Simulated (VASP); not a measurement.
The system is ZrAl2N3.

```
CELL_PARAMETERS angstrom
3.28064 0.00000 0.00000
-1.64032 2.84111 0.00000
0.00000 0.00000 16.95312
ATOMIC_POSITIONS crystal
Zr 0.66667 0.33333 0.16667
Zr 0.66667 0.33333 0.83333
Al 0.33333 0.66667 0.00000
Al 0.33333 0.66667 0.33333
Al 0.33333 0.66667 0.66667
Al 0.66667 0.33333 0.50000
N 0.00000 0.00000 0.91667
N 0.00000 0.00000 0.25000
N 0.00000 0.00000 0.58333
N 0.00000 0.00000 0.08333
N 0.00000 0.00000 0.41667
N 0.00000 0.00000 0.75000
```

* Program: VASP 6.6.1
* Task: relaxation of cell and atoms
* Functional: PBE
* Potentials or basis: VASP PAW PBE potentials, release 64 (Zr_sv, Al, N)
* Cutoff: 600 eV
* k mesh: 6 × 6 × 1
* Occupations: gaussian, width 0.1 eV
* Spin: no spin polarisation

At the start: pressure -31.0 GPa; volume 13.17 Å³/atom.

Where does the relaxation end?

Over 14 steps the energy falls by 406.0 meV/atom and the volume is 10.10 Å³/atom (-23.3 %); space group P-6m2 (No. 187, to 0.1 Å) before and after.

Step by step:
| step | energy change (eV) | largest force (eV/Å) | pressure (GPa) | volume (Å³) |
| --- | --- | --- | --- | --- |
| 1 | 0.0000 | 0.8082 | -30.99 | 158.01 |
| 2 | -2.3783 | 3.7248 | 43.23 | 106.61 |
| 3 | -4.2726 | 2.3069 | 0.20 | 123.57 |
| 4 | -4.2739 | 2.3497 | 1.31 | 122.94 |
| 5 | -4.7641 | 0.5877 | 2.73 | 120.21 |
| 6 | -4.7646 | 0.5687 | 2.65 | 120.29 |
| 7 | -4.8163 | 0.4017 | -2.42 | 122.80 |
| 8 | -4.8180 | 0.3385 | -1.69 | 122.42 |
| 9 | -4.8528 | 0.2894 | -0.59 | 121.72 |
| 10 | -4.8609 | 0.2764 | 0.29 | 121.20 |
| 11 | -4.8706 | 0.1077 | 0.00 | 121.26 |
| 12 | -4.8706 | 0.1198 | -0.02 | 121.27 |
| 13 | -4.8712 | 0.0500 | -0.01 | 121.25 |
| 14 | -4.8715 | 0.0196 | -0.02 | 121.26 |

Final structure:
```yaml
crystal:
  lattice:
    - [2.97443, 0.00000, 0.00000]
    - [-1.48721, 2.57593, 0.00000]
    - [0.00000, 0.00000, 15.82613]
  atoms:
    - { symbol: Zr, position: [0.66667, 0.33333, 0.16931] }
    - { symbol: Zr, position: [0.66667, 0.33333, 0.83069] }
    - { symbol: Al, position: [0.33333, 0.66667, 0.00000] }
    - { symbol: Al, position: [0.33333, 0.66667, 0.33936] }
    - { symbol: Al, position: [0.33333, 0.66667, 0.66064] }
    - { symbol: Al, position: [0.66667, 0.33333, 0.50000] }
    - { symbol: N, position: [0.00000, 0.00000, 0.92302] }
    - { symbol: N, position: [0.00000, 0.00000, 0.26203] }
    - { symbol: N, position: [0.00000, 0.00000, 0.58023] }
    - { symbol: N, position: [0.00000, 0.00000, 0.07698] }
    - { symbol: N, position: [0.00000, 0.00000, 0.41977] }
    - { symbol: N, position: [0.00000, 0.00000, 0.73797] }
```

Caveat: the k points lie up to 0.41 Å⁻¹ apart in the final cell, too coarse for converged energies and pressures of a metal; the volume moved by over 15 % at a fixed basis, so the end points are rough.
